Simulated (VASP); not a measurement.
Au, 1 atom in the cell. The structure is cubic, space group Fm-3m (No. 225). Conventional cell: a = 4.185 Å, b = 4.185 Å, c = 4.185 Å, α = 90.00°, β = 90.00°, γ = 90.00°. Au (site symmetry m-3m) has 12 Au at 2.96 Å within 3.9 Å. 

```yaml
Program: VASP 6.6.1
Task: single point
Functional: revPBE
Potentials_or_basis: VASP PAW PBE potentials, release 64 (Au)
Cutoff: 520 eV
k_mesh: 11 × 11 × 11
Occupations: fermi-dirac, width 0.05 eV
Spin: no spin polarisation
Dipole_correction: no
Further_INCAR_settings: ALGO = Normal; EDIFF = 1e-06; NBANDS = 12
```

Potentials or basis: VASP PAW PBE potentials, release 64 (Au).

Run with:

```sh
$ cat potpaw_PBE.64/Au/POTCAR > POTCAR
$ mpirun -np 1 vasp_std > vasp.out
```

Hardware: 1 thread of AMD EPYC 7R13 Processor (Zen 3), on a shared host.

Question: Estimate the wall time of this run.

Answer: Wall time 10 s on 1 thread of AMD EPYC 7R13 Processor (Zen 3) (shared host), peak memory 0.11 GiB. Counts: scf iterations 11, k points 56.
